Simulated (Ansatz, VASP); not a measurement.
This is a calculation of NaCl for Ansatz 0.2.0.

The input input.yaml:

```yaml
crystal:
  lattice:
    - [0.0, 2.7940632177, 2.7940632177]
    - [2.7940632177, 0.0, 2.7940632177]
    - [2.7940632177, 2.7940632177, 0.0]
  atoms:
    - { symbol: Cl, position: [0.5, 0.5, 0.5] }
    - { symbol: Na, position: [0.0, 0.0, 0.0] }
hamiltonian:
  xc: b3lyp
  pseudopotentials: { kind: paw }
kpoints:
  mp_grid: { grid: [4, 4, 4] }
scf:
  occupations: { method: fermi_dirac, width: 0.05 }
output:
  forces: true
  stress: true
  eigenvalues: true
relax:
  f_tol: 0.01
  max_steps: 40
  cell: { stress_tol: 0.05 }
```

Potentials or basis: Ansatz PAW.

Launch:

```bash
$ ansatz run input.yaml --threads 2 --pin off --max-ram 5632MiB --backend cpu --events-out ev --progress --plain --runs-dir out
```

Question: Translate it to VASP 6.6.1. Potentials there: VASP PAW PBE potentials, release 64 (Cl, Na_pv).

Answer: As run (the cutoff follows the program's own potentials):

The input POSCAR:

```
NaCl
1.0
    0.0000000000      2.7940632177      2.7940632177
    2.7940632177      0.0000000000      2.7940632177
    2.7940632177      2.7940632177      0.0000000000
Cl Na
1 1
Direct
    0.5000000000      0.5000000000      0.5000000000
    0.0000000000      0.0000000000      0.0000000000
```

File INCAR.step1:

```
SYSTEM = NaCl
PREC = Accurate
ENCUT = 600
EDIFF = 1E-5
ISMEAR = -1
SIGMA = 0.05
LREAL = .False.
LASPH = .True.
NELM = 60
ALGO = Normal
LWAVE = .True.
LCHARG = .False.
GGA = PE
NBANDS = 14
```

Contents of INCAR.step2:

```
SYSTEM = NaCl
PREC = Accurate
ENCUT = 600
EDIFF = 1E-6
ISMEAR = -1
SIGMA = 0.05
LREAL = .False.
LASPH = .True.
NELM = 60
ALGO = Normal
ISIF = 3
LWAVE = .False.
LCHARG = .False.
GGA = B3
LHFCALC = .True.
AEXX = 0.2
AGGAX = 0.72
AGGAC = 0.81
ALDAC = 0.19
PRECFOCK = Normal
IBRION = 2
NSW = 60
EDIFFG = -0.01
ISTART = 1
```

Contents of KPOINTS:

```
Automatic mesh
0
Gamma
  4 4 4
  0 0 0
```

Potentials or basis: VASP PAW PBE potentials, release 64 (Cl, Na_pv).

Launch:

```bash
$ cat potpaw_PBE.64/Cl/POTCAR potpaw_PBE.64/Na_pv/POTCAR > POTCAR
$ cp INCAR.step1 INCAR
$ mpirun -np 1 vasp_std > vasp.out
$ cp INCAR.step2 INCAR
$ mpirun -np 1 vasp_std > vasp.out
```

Both were run:

|  | VASP | Ansatz | Ansatz less VASP |
| --- | --- | --- | --- |
| gap on the k mesh at the Fermi level, each at its own relaxed structure (eV) | 6.71 | 6.67 | -0.034 |
| relaxed volume (Å³/atom) | 23.04 | 23.09 | +0.049 |
| relaxed length of the cell vector where the two differ most in proportion (Å) | 4.024 | 4.027 | +0.0028 |

VASP's potentials were made for PBE, not for B3LYP. VASP's potentials hold 14 valence electrons a cell and Ansatz's 16, so a difference there can come from the potentials and not from the codes.

The k mesh is coarse, so the values compare programs but aren't converged. Noted on Ansatz's run: the plane-wave basis is chosen anew once the cell has moved, so the energies of steps on either side of that aren't comparable.
